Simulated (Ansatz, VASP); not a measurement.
# Si2Mo: VASP beside Ansatz

```
Mo Si
1.0
     4.58547    0.00000    0.00000
    -2.29274    3.97113    0.00000
     0.00000    0.00000    6.57976
Mo Si
3 6
Direct
  0.50000 0.50000 0.83333
  0.00000 0.50000 0.16667
  0.50000 0.00000 0.50000
  0.16387 0.32775 0.50000
  0.67225 0.83613 0.16667
  0.83613 0.16387 0.83333
  0.83613 0.67225 0.50000
  0.32775 0.16387 0.16667
  0.16387 0.83613 0.83333
```

Alike in both runs: task relaxation of cell and atoms; functional PBEsol; k mesh 7 × 7 × 4; occupations fermi-dirac, width 0.05 eV; no spin polarisation; Hubbard terms Mo d U = 4.0 eV.

```csv
,VASP,Ansatz
version,VASP 6.6.1,Ansatz 0.2.0
potentials or method,"VASP PAW PBE potentials, release 64 (Mo_sv, Si)",Ansatz PAW
plane-wave cutoff (eV),500,420
valence electrons in the cell,66,66
```

```tsv
	VASP	Ansatz	Ansatz less VASP
gap on the k mesh at the Fermi level, each at its own relaxed structure (eV)	0.59	0.64	+0.049
relaxed volume (Å³/atom)	13.39	13.16	-0.233
relaxed cell length with the largest relative difference (Å)	4.598	4.568	-0.0297
```

VASP's potentials were made for PBE, not for PBEsol. The programs project onto different local orbitals, so the same U acts differently, and such runs can settle in different states.

Noted on Ansatz's run: odd divisions of the mesh miss points on the zone boundary, where band edges often lie, so the gap on the mesh can be too wide; the plane-wave basis is chosen anew once the cell has moved, so the energies of steps on either side of that aren't comparable.
